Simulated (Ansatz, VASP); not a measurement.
# Sn5Ge in VASP and in Ansatz

Contents of INCAR:

```
SYSTEM = Sn5Ge
  PREC = Accurate
  ENCUT = 520
  EDIFF = 1E-7
  ISMEAR = 0
  SIGMA = 0.1
  LREAL = .False.
  LASPH = .True.
  NELM = 60
  ALGO = Normal
  ISIF = 2
  LWAVE = .False.
  LCHARG = .True.
  GGA = PE
  LELF = .True.
  LVHAR = .True.
  NBANDS = 51
```

KPOINTS

```
Automatic mesh
0
Gamma
  6 6 1
  0 0 0
```

The input POSCAR:

```
Sn5Ge
1.0
    3.3509690400      0.0000000000      0.0000000000
   -1.6754845200      2.9020243200      0.0000000000
    0.0000000000      0.0000000000     16.4163285900
Sn Ge
5 1
Direct
    0.6666666700      0.3333333300      0.6666666700
    0.3333333300      0.6666666700      0.3333333300
    0.6666666700      0.3333333300      0.1666666700
    0.0000000000      0.0000000000      0.0000000000
    0.3333333300      0.6666666700      0.8333333300
    0.0000000000      0.0000000000      0.5000000000
```

Input for Ansatz:

```yaml
crystal:
  lattice:
    - [3.35096904, 0.0, 0.0]
    - [-1.67548452, 2.90202432, 0.0]
    - [0.0, 0.0, 16.41632859]
  atoms:
    - { symbol: Sn, position: [0.66666667, 0.33333333, 0.66666667] }
    - { symbol: Sn, position: [0.33333333, 0.66666667, 0.33333333] }
    - { symbol: Sn, position: [0.66666667, 0.33333333, 0.16666667] }
    - { symbol: Sn, position: [0.0, 0.0, 0.0] }
    - { symbol: Sn, position: [0.33333333, 0.66666667, 0.83333333] }
    - { symbol: Ge, position: [0.0, 0.0, 0.5] }
basis:
  ecutwfc: 420
kpoints:
  mp_grid: { grid: [6, 6, 1] }
hamiltonian:
  xc: pbe
scf:
  occupations: { method: gaussian, width: 0.1 }
  lower_state_search: "off"
output:
  forces: true
  stress: true
  eigenvalues: true
```

Alike in both runs: task single point; functional PBE; k mesh 6 × 6 × 1; occupations gaussian, width 0.1 eV; no spin polarisation.

|  | VASP | Ansatz |
| --- | --- | --- |
| version | VASP 6.6.1 | Ansatz 0.2.0 |
| potentials or method | VASP PAW PBE potentials, release 64 (Sn_d, Ge_d), cutoff 520 eV | scalar-relativistic, plane waves, PAW |
| valence electrons in the cell | 84 | 84 |

|  | VASP | Ansatz | Ansatz less VASP |
| --- | --- | --- | --- |
| gap on the k mesh at the Fermi level (eV) | none | none | - |
| pressure (GPa) | 1.0 | 1.0 | +0.05 |
| traceless stress, the component that is largest in VASP (GPa) | -0.52 | -0.52 | -0.003 |
| rms of the force components (eV/Å) | 0.185 | 0.185 | +0.0003 |

Atom by atom the forces differ by 0.000 eV/Å (rms over components). A gap of «none» marks a metal or a gap that the smearing closes. The functional is the same, so the differences come from potentials, cutoffs and numerics.

The k mesh is coarse, so the values compare programs but aren't converged.
